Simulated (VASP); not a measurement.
Write the native input for VASP 6.6.1 that does the following.

| Item | Value |
| --- | --- |
| Task | single point |
| Functional | r2SCAN |
| Potentials or basis | VASP PAW PBE potentials, release 64 (Ca_sv, O) |
| Cutoff | 520 eV |
| k mesh | 6 × 6 × 6 |
| Occupations | gaussian, width 0.01 eV |
| Spin | no spin polarisation |
| Dipole correction | no |
| Further INCAR settings | ALGO = Normal; EDIFF = 1e-06; NBANDS = 15 |

The system is CaO.

```
Ca O
1.0
     0.00000    2.39755    2.39755
     2.39755    0.00000    2.39755
     2.39755    2.39755    0.00000
Ca O
1 1
Direct
  0.00000 0.00000 0.00000
  0.50000 0.50000 0.50000
```

One way to write it, as run:

POSCAR

```
CaO
1.0
    0.0000000000      2.3975473901      2.3975473901
    2.3975473901      0.0000000000      2.3975473901
    2.3975473901      2.3975473901      0.0000000000
Ca O
1 1
Direct
    0.0000000000      0.0000000000      0.0000000000
    0.5000000000      0.5000000000      0.5000000000
```

INCAR.step1

```
PREC = Accurate ; ENCUT = 520
ISMEAR = 0 ; SIGMA = 0.01
LREAL = False ; LASPH = True
NELM = 80 ; NBANDS = 15
GGA = PE ; ALGO = Normal
EDIFF = 1E-4 ; LWAVE = True
LCHARG = False
```

INCAR.step2

```
PREC = Accurate ; ENCUT = 520
EDIFF = 1E-6 ; ISMEAR = 0
SIGMA = 0.01 ; LREAL = False
LASPH = True ; NELM = 80
ALGO = Normal ; ISIF = 2
LWAVE = False ; LCHARG = False
METAGGA = R2SCAN ; LMIXTAU = True
NBANDS = 15 ; ISTART = 1
```

KPOINTS

```
regular mesh
0
Gamma
  6 6 6
```

Potentials or basis: VASP PAW PBE potentials, release 64 (Ca_sv, O).

Command:

```bash
$ cat potpaw_PBE.64/Ca_sv/POTCAR potpaw_PBE.64/O/POTCAR > POTCAR
$ cp INCAR.step1 INCAR
$ mpirun -np 1 vasp_std > vasp.out
$ cp INCAR.step2 INCAR
$ mpirun -np 1 vasp_std > vasp.out
```

It gave:

- Pressure: 1.0 GPa
- Band gap on the k mesh: 4.19 eV (least direct gap 4.56 eV)

Caveat: the PAW data sets were made with another functional, which shifts forces and pressure a little.

It took 60 s on 1 thread of Intel Xeon 8259CL, on a shared host, peak memory 0.17 GiB.
